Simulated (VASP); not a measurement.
# Cu3Au in VASP: single point with PBE

Aim: the single point of Cu3Au with PBE.

All numbers are computed with VASP 6.6.1; they aren't measurements. Logs are shortened: lines on timing, memory, paths and dates and some standing lists are left out, and cuts for length are marked.

## (1) The cell of the first run

The cell holds a slab with vacuum, 8 atoms: a = 3.780 Å, b = 3.780 Å, c = 20.670 Å, α = 90.00°, β = 90.00°, γ = 90.00°.

## (2) Single point, PBE

Input file INCAR:

```
SYSTEM = Cu3Au
ALGO = Normal ; DIPOL = 0.5 0.5 0.500
EDIFF = 1E-7 ; ENCUT = 520
GGA = PE ; IDIPOL = 3
ISIF = 2 ; ISMEAR = 0
LASPH = .TRUE. ; LCHARG = .FALSE.
LDIPOL = .TRUE. ; LREAL = .FALSE.
LWAVE = .FALSE. ; NBANDS = 54
NELM = 60 ; PREC = Accurate
SIGMA = 0.1
```

Input file KPOINTS:

```
k-points
0
G
  9 9 1
  0 0 0
```

Input file POSCAR:

```
Cu3Au
1.0
    3.7802773656      0.0000000000      0.0000000000
    0.0000000000      3.7802773656      0.0000000000
    0.0000000000      0.0000000000     20.6704160485
Cu Au
6 2
Direct
    0.0000000000      0.5000000000      0.3628373992
    0.5000000000      0.0000000000      0.3628373992
    0.5000000000      0.5000000000      0.4542791331
    0.0000000000      0.5000000000      0.5457208669
    0.5000000000      0.0000000000      0.5457208669
    0.5000000000      0.5000000000      0.6371626008
    0.0000000000      0.0000000000      0.4542791331
    0.0000000000      0.0000000000      0.6371626008
```

Potentials or basis: VASP PAW PBE potentials, release 64 (Cu, Au).

On the command line:

```bash
$ cat potpaw_PBE.64/Cu/POTCAR potpaw_PBE.64/Au/POTCAR > POTCAR
$ mpirun -np 1 vasp_std > vasp.out
```

OUTCAR:

```text
SYSTEM = Cu3Au
   EDIFF = 1E-7
   ENCUT = 520
   GGA = PE
   ISIF = 2
   ISMEAR = 0
   LASPH = .TRUE.
   LREAL = .FALSE.
   NELM = 60
   PREC = Accurate

 ion  position               nearest neighbor table
   1  0.000  0.500  0.363-   2 2.67   2 2.67   2 2.67   2 2.67   7 2.67   7 2.67   3 2.67   3 2.67

   2  0.500  0.000  0.363-   1 2.67   1 2.67   1 2.67   1 2.67   3 2.67   7 2.67   7 2.67   3 2.67

   3  0.500  0.500  0.454-   4 2.67   5 2.67   5 2.67   4 2.67   7 2.67   7 2.67   7 2.67   7 2.67
                             1 2.67   2 2.67   2 2.67   1 2.67
   4  0.000  0.500  0.546-   3 2.67   7 2.67   7 2.67   3 2.67   5 2.67   5 2.67   5 2.67   5 2.67
                             6 2.67   8 2.67   6 2.67   8 2.67
   5  0.500  0.000  0.546-   3 2.67   7 2.67   3 2.67   7 2.67   4 2.67   4 2.67   4 2.67   4 2.67
                             6 2.67   8 2.67   8 2.67   6 2.67
   6  0.500  0.500  0.637-   8 2.67   8 2.67   8 2.67   8 2.67   5 2.67   4 2.67   4 2.67   5 2.67

   7  0.000  0.000  0.454-   4 2.67   5 2.67   4 2.67   5 2.67   3 2.67   3 2.67   3 2.67   3 2.67
                             2 2.67   1 2.67   2 2.67   1 2.67
   8  0.000  0.000  0.637-   6 2.67   6 2.67   6 2.67   6 2.67   5 2.67   5 2.67   4 2.67   4 2.67

  LATTYP: Found a simple tetragonal cell.
 ALAT       =     3.7802773656
 C/A-ratio  =     5.4679628105

  Lattice vectors:

 A1 = (   3.7802773656,   0.0000000000,   0.0000000000)
 A2 = (   0.0000000000,   3.7802773656,   0.0000000000)
 A3 = (   0.0000000000,   0.0000000000,  20.6704160485)

Analysis of symmetry for initial positions (statically):
=====================================================================
 Subroutine PRICEL returns:
 Original cell was already a primitive cell.

 Routine SETGRP: Setting up the symmetry group for a
 simple tetragonal supercell.

 Subroutine GETGRP returns: Found  8 space group operations
 (whereof  8 operations were pure point group operations)
 out of a pool of 16 trial point group operations.

The static configuration has the point symmetry C_4v.

Analysis of symmetry for dynamics (positions and initial velocities):
=====================================================================
 Subroutine PRICEL returns:
 Original cell was already a primitive cell.

 Routine SETGRP: Setting up the symmetry group for a
 simple tetragonal supercell.

 Subroutine GETGRP returns: Found  8 space group operations
 (whereof  8 operations were pure point group operations)
 out of a pool of 16 trial point group operations.

The dynamic configuration has the point symmetry C_4v.

 Subroutine INISYM returns: Found  8 space group operations
[... 114 lines left out ...]
   ISMEAR =     0;   SIGMA  =   0.10  broadening in eV -4-tet -1-fermi 0-gaus
   EFERMI_NEDOS =   21; number of points for ismear=-14 and -15
   IALGO  =     38    algorithm
   IMIX   =      4    mixing-type and parameters
     AMIX     =   0.40;   BMIX     =  1.00
     AMIX_MAG =   1.60;   BMIX_MAG =  1.00
  volume/ion in A,a.u.               =      36.92       249.17
  Fermi-wavevector in a.u.,A,eV,Ry     =   1.093378  2.066184 16.265422  1.195475
  Thomas-Fermi vector in A             =   2.229662
   LORBIT       =      0    0 simple, 1 ext, 2 COOP (PROOUT), +10 PAW based schemes
   GGA     = PE    functional components
   LHFCALC =     F    Hartree Fock is set to
   AEXX    =    0.0000 exact exchange contribution
   IVDW    =     0    specifies the selected vdW correction
   LEPSILON=     F    determine dielectric tensor
   LRPA    =     F    only Hartree local field effects (RPA)
 non-spin polarized calculation
 Gauss-broadening in eV      SIGMA  =   0.10
  energy-cutoff  :      520.00
  volume of cell :      295.39
 maximum number of plane-waves:      7997
   NGX = 15   NGY = 15   NGZ = 77

 dipolmoment           0.000000      0.000000     -0.021540 electrons x Angstroem

 number of electron      87.9999957 magnetization

 dipolmoment           0.000000      0.000000      0.021128 electrons x Angstroem

 Free energy of the ion-electron system (eV)
  ---------------------------------------------------
  ext. energy  EPLUGINS =         0.00000000
  ---------------------------------------------------
  free energy    TOTEN  =       -26.82127767 eV

  energy without entropy =      -26.80829372  energy(sigma->0) =      -26.81478570

 E-fermi :  -0.0214     XC(G=0):  -5.4893

 val. band max:       -0.0842191988   @ k =   0.4444   0.2222   0.0000
 cond. band min:       0.0143826211   @ k =   0.1111   0.1111   0.0000
 fundamental gap:      0.0986018198
 Fermi energy:        -0.0213865560

 k-point     1 :       0.0000    0.0000    0.0000
  band No.  band energies     occupation
      1      -8.8487      2.00000
      2      -7.3065      2.00000
      3      -6.0102      2.00000
      4      -5.8273      2.00000
      5      -5.4404      2.00000
      6      -5.3274      2.00000
[... 844 lines left out ...]
     53       5.2018      0.00000
     54       5.6133      0.00000

------------------------ aborting loop because EDIFF is reached ----------------------------------------

 vacuum level on the upper side and lower side of the slab       (xc-potential included)         0.106        -0.139

  FORCE on cell =-STRESS in cart. coord.  units (eV):
  Direction    XX          YY          ZZ          XY          YZ          ZX
  --------------------------------------------------------------------------------------
  -------------------------------------------------------------------------------------
  Total       -3.5287733     -3.5287733     -0.7702972      0.0000000      0.0000000      0.0000000
  in kB      -19.1398175    -19.1398175     -4.1780378      0.0000000      0.0000000      0.0000000
  external PRESSURE =     -14.1525576 kB  Pullay stress =       0.0000000 kB

 VOLUME and BASIS-vectors are now :
 -----------------------------------------------------------------------------
  energy-cutoff  :      520.00
  volume of cell :      295.39
      direct lattice vectors                 reciprocal lattice vectors
     3.780277366  0.000000000  0.000000000     0.264530854  0.000000000  0.000000000
     0.000000000  3.780277366  0.000000000     0.000000000  0.264530854  0.000000000
     0.000000000  0.000000000 20.670416049     0.000000000  0.000000000  0.048378320

 POSITION                                       TOTAL-FORCE (eV/Angst)
 -----------------------------------------------------------------------------------
      0.00000      1.89014      7.50000        -0.000000     -0.000000      0.141063
      1.89014      0.00000      7.50000        -0.000000     -0.000000      0.141063
      1.89014      1.89014      9.39014         0.000000      0.000000     -0.095936
      0.00000      1.89014     11.28028        -0.000000     -0.000000      0.141147
      1.89014      0.00000     11.28028        -0.000000     -0.000000      0.141147
      1.89014      1.89014     13.17042        -0.000000      0.000000     -0.282537
      0.00000      0.00000      9.39014        -0.000000     -0.000000     -0.282675
      0.00000      0.00000     13.17042        -0.000000     -0.000000      0.096726
 -----------------------------------------------------------------------------------
    total drift:                                0.000000     -0.000000     -0.000628

  FREE ENERGIE OF THE ION-ELECTRON SYSTEM (eV)
  ---------------------------------------------------
  free  energy   TOTEN  =       -26.8212776729 eV

  energy  without entropy=      -26.8082937187  energy(sigma->0) =      -26.81478570

 vacuum level on the upper side and lower side of the slab         4.757         4.495
```

OSZICAR:

```text
N       E                     dE             d eps       ncg     rms          rms(c)
DAV:   1     0.839718481328E+03    0.83972E+03   -0.37146E+04  1620   0.184E+03
DAV:   2     0.962390135521E+02   -0.74348E+03   -0.69758E+03  1692   0.422E+02
DAV:   3    -0.222896482107E+02   -0.11853E+03   -0.10884E+03  1898   0.211E+02
[... 23 lines left out ...]
DAV:  27    -0.268212771274E+02   -0.22661E-05   -0.99458E-08  1076   0.371E-03    0.492E-04
DAV:  28    -0.268212774071E+02   -0.27970E-06   -0.27912E-08  1100   0.234E-03    0.271E-04
DAV:  29    -0.268212775255E+02   -0.11841E-06   -0.72092E-09  1050   0.975E-04    0.163E-04
DAV:  30    -0.268212776717E+02   -0.14624E-06   -0.88470E-09  1046   0.169E-03    0.105E-04
DAV:  31    -0.268212776729E+02   -0.11460E-08   -0.32175E-09  1098   0.590E-04
   1 F= -.26821278E+02 E0= -.26814786E+02  d E =-.129840E-01
```

Run time: 6.2 min. Hardware: 1 thread of Intel Xeon Platinum 8559C (Emerald Rapids), shared host; peak memory 0.46 GiB.

Results:

```yaml
Free_energy: -26.8213 eV
Largest_force: 0.283 eV/Å
Band_gap_on_the_k_mesh: zero (bands 44 and 45 overlap by 1.06 eV)
```

Forces in eV/Å, atoms in the order of the input:
```
Cu   0.000  0.000  0.141
Cu   0.000  0.000  0.141
Cu   0.000  0.000 -0.096
Cu   0.000  0.000  0.141
Cu   0.000  0.000  0.141
Cu   0.000  0.000 -0.283
Au   0.000  0.000 -0.283
Au   0.000  0.000  0.097
```

Caveat: spin-orbit coupling is left out, which moves the levels of the heavy elements.

The gap in the log of VASP goes by the Fermi energy; the results here count the filled bands.